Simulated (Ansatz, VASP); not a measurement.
## HfTe2W2 in VASP and in Ansatz

INCAR

```
ALGO = Normal ; EDIFF = 1E-6
ENCUT = 520 ; GGA = PE
ISIF = 2 ; ISMEAR = 0
LASPH = True ; LCHARG = True
LELF = True ; LREAL = False
LVHAR = True ; LWAVE = False
NBANDS = 33 ; NELM = 80
PREC = Accurate ; SIGMA = 0.1
```

Contents of KPOINTS:

```
k-points
0
Gamma
  4 4 4
```

The input POSCAR:

```
HfTe2W2
1.0
    4.6371394200      0.0000000000      0.0000000000
    0.0000000000      4.6371394200      0.0000000000
    0.0000000000      0.0000000000      6.2901430900
Hf Te W
1 2 2
Direct
    0.0000000000      0.0000000000      0.0000000000
    0.0000000000      0.5000000000      0.5000000000
    0.5000000000      0.0000000000      0.5000000000
    0.5000000000      0.5000000000      0.2399999900
    0.5000000000      0.5000000000      0.7600000100
```

Input for Ansatz:

```yaml
crystal:
  lattice:
    - [4.63713942, 0.0, 0.0]
    - [0.0, 4.63713942, 0.0]
    - [0.0, 0.0, 6.29014309]
  atoms:
    - { symbol: Hf, position: [0.0, 0.0, 0.0] }
    - { symbol: Te, position: [0.0, 0.5, 0.5] }
    - { symbol: Te, position: [0.5, 0.0, 0.5] }
    - { symbol: W, position: [0.5, 0.5, 0.23999999] }
    - { symbol: W, position: [0.5, 0.5, 0.76000001] }
basis:
  ecutwfc: 420
kpoints:
  mp_grid: { grid: [4, 4, 4] }
hamiltonian:
  xc: pbe
scf:
  occupations: { method: gaussian, width: 0.1 }
  lower_state_search: "off"
output:
  forces: true
  stress: true
  eigenvalues: true
```

Change from the starting cell: species swapped into the CeMg2Si2 type (P4/mmm, No. 123).

Alike in both runs: task single point; functional PBE; k mesh 4 × 4 × 4; occupations gaussian, width 0.1 eV; no spin polarisation.

```csv
,VASP,Ansatz
version,VASP 6.6.1,Ansatz 0.2.0
potentials or method,"VASP PAW PBE potentials, release 64 (Hf_pv, Te, W_sv), cutoff 520 eV","scalar-relativistic, plane waves, PAW"
valence electrons in the cell,50,86
```

Ansatz gave:

```
gap on the k mesh at the Fermi level (eV)                     : none
pressure (GPa)                                                : -14.3
traceless stress, the component that is largest in VASP (GPa) : -9.49
rms of the force components (eV/Å)                            : 0.758
```

Q: What did VASP give for the same quantities?

A: gap on the k mesh at the Fermi level (eV): none; pressure (GPa): -14.4; traceless stress, the component that is largest in VASP (GPa): -9.46; rms of the force components (eV/Å): 0.760.

Atom by atom the forces differ by 0.002 eV/Å (rms over components). A gap of «none» marks a metal or a gap that the smearing closes. VASP's potentials hold 50 valence electrons a cell and Ansatz's 86, so a difference there can come from the potentials and not from the codes.

Neither program's run includes spin-orbit coupling.
